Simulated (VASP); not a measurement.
A run of VASP 6.6.1 is set up as follows.

Contents of POSCAR:

```
CdTe
1.0
    0.0000000000      3.2799551162      3.2799551162
    3.2799551162      0.0000000000      3.2799551162
    3.2799551162      3.2799551162      0.0000000000
Cd Te
1 1
Direct
    0.0000000000      0.0000000000      0.0000000000
    0.2500000000      0.2500000000      0.2500000000
```

File INCAR.step1:

```
SYSTEM = CdTe
ALGO = Normal
EDIFF = 1E-5
ENCUT = 520
GGA = PE
ISIF = 2
ISMEAR = 0
LASPH = .True.
LCHARG = .False.
LREAL = .False.
LWAVE = .True.
NBANDS = 16
NELM = 80
PREC = Accurate
SIGMA = 0.01
```

File INCAR.step2:

```
SYSTEM = CdTe
ALGO = Normal
EDIFF = 1E-7
ENCUT = 520
GGA = PE
HFSCREEN = 0.2079
ISIF = 2
ISMEAR = 0
ISTART = 1
LASPH = .True.
LCHARG = .False.
LHFCALC = .True.
LREAL = .False.
LWAVE = .False.
NBANDS = 16
NELM = 80
PREC = Accurate
PRECFOCK = Normal
SIGMA = 0.01
```

File KPOINTS:

```
k-points
0
Gamma
  4 4 4
  0 0 0
```

Potentials or basis: VASP PAW PBE potentials, release 64 (Cd, Te).

Launch:

```console
$ cat potpaw_PBE.64/Cd/POTCAR potpaw_PBE.64/Te/POTCAR > POTCAR
$ cp INCAR.step1 INCAR
$ mpirun -np 1 vasp_std > vasp.out
$ cp INCAR.step2 INCAR
$ mpirun -np 1 vasp_std > vasp.out
```

Question: Estimate the pressure.

Answer: 0.2 GPa.

Question: What does it give for the band gap on the k mesh?

Answer: 1.44 eV.

Caveat: the PAW data sets were made with another functional, which shifts forces and pressure a little; spin-orbit coupling is left out, which moves the levels of the heavy elements.
